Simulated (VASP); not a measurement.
Write the native input for VASP 6.6.1 that does the following.

```
Task                   : single point
Functional             : PBE
Potentials or basis    : VASP PAW PBE potentials, release 64 (Be, Li_sv)
Cutoff                 : 520 eV
k mesh                 : 4 × 4 × 3
Occupations            : gaussian, width 0.1 eV
Spin                   : no spin polarisation
Dipole correction      : no
Further INCAR settings : LREAL = Auto; ALGO = Normal; EDIFF = 1e-06; NBANDS = 32
```

The structure of LiBe16 (a cell with a defect) lies in POSCAR:

```
LiBe16
1.0
   -2.2900000000     -3.9663960000      0.0000000000
    3.4350000000     -1.9831980000      0.0000000000
    0.0000000000      0.0000000000      7.1768600000
Be Li
16 1
Direct
    0.7907275414      0.4830518398      0.0191466742
    0.5026463639      0.3591197011      0.2489958004
    0.7573537056      0.5061810730      0.4959296963
    0.5313259343      0.3257203463      0.7304810182
    0.5728222931      0.0674183555     -0.0125882350
    0.2535891889      0.8748192846      0.2249047634
    0.5034568573      0.0110638146      0.4783796814
    0.2427270627      0.9263519574      0.7139377109
    0.2001514928      0.2750113300      0.0312909824
    0.0036972476      0.3701134489      0.2732040196
    0.2585313159      0.5070590141      0.5084502136
    0.0079498476      0.3980917470      0.7672018125
   -0.0163628272     -0.1026037480     -0.0402602252
    0.7541401040      0.8468290650      0.2361980030
   -0.0000207060     -0.0012953178      0.4788205427
    0.7367431179      0.8356674644      0.7216419158
    0.3896253679      0.6548335058      0.9400098372
```

These files were run (other wordings do the same):

INCAR

```
SYSTEM = LiBe16
  ALGO = Normal
  EDIFF = 1E-6
  ENCUT = 520
  GGA = PE
  ISIF = 2
  ISMEAR = 0
  LASPH = .True.
  LCHARG = .False.
  LREAL = Auto
  LWAVE = .False.
  NBANDS = 32
  NELM = 100
  PREC = Accurate
  SIGMA = 0.1
```

KPOINTS

```
k-points
0
Gamma
  4 4 3
  0 0 0
```

Potentials or basis: VASP PAW PBE potentials, release 64 (Be, Li_sv).

Launch:

```sh
$ cat potpaw_PBE.64/Be/POTCAR potpaw_PBE.64/Li_sv/POTCAR > POTCAR
$ mpirun -np 1 vasp_std > vasp.out
```

It gave:

| Property | Result |
| --- | --- |
| Largest force | 0.406 eV/Å |
| Band gap on the k mesh | zero (an odd number of electrons rules out a gap without spin polarisation) |

Caveat: the k points lie up to 0.40 Å⁻¹ apart, too coarse for converged energies and pressures of a metal.

Run time: 2.4 min on 1 thread of Intel(R) Xeon(R) Platinum 8375C CPU @ 2.90GHz (Ice Lake), with other jobs on the host, peak memory 0.26 GiB.
